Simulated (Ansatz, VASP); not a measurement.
**One calculation of Te2Mo, two programs**

```
Te Mo
1.0
     3.27541    0.00000    0.00000
    -1.63771    2.83659    0.00000
     0.00000    0.00000   18.92598
Te Mo
2 1
Direct
  0.33333 0.66667 0.89786
  0.33333 0.66667 0.10214
  0.00000 0.00000 0.00000
```

Change from the starting cell: strain -0.080 along x and y, +0.080 along z, atoms carried along.

Alike in both runs: task single point; functional LDA; k mesh 12 × 12 × 2; occupations gaussian, width 0.05 eV; no spin polarisation.

|  | VASP | Ansatz |
| --- | --- | --- |
| version | VASP 6.6.1 | Ansatz 0.2.0 |
| potentials or method | VASP PAW LDA potentials, release 64 (Te, Mo_sv), cutoff 520 eV | scalar-relativistic, plane waves, PAW |
| valence electrons in the cell | 26 | 46 |

VASP gave:

- gap on the k mesh at the Fermi level (eV): 0.45
- least direct gap on the mesh (eV): 1.04
- rms of the force components (eV/Å): 0.347

Problem. What did Ansatz give for the same quantities?

Solution. gap on the k mesh at the Fermi level (eV): 0.45; least direct gap on the mesh (eV): 1.04; rms of the force components (eV/Å): 0.371.

LDA's correlation is that of Perdew and Zunger in VASP and of Perdew and Wang (1992) in Ansatz. Atom by atom the forces differ by 0.024 eV/Å (rms over components). VASP's potentials hold 26 valence electrons a cell and Ansatz's 46, so a difference there can come from the potentials and not from the codes.

Neither program's run includes spin-orbit coupling.
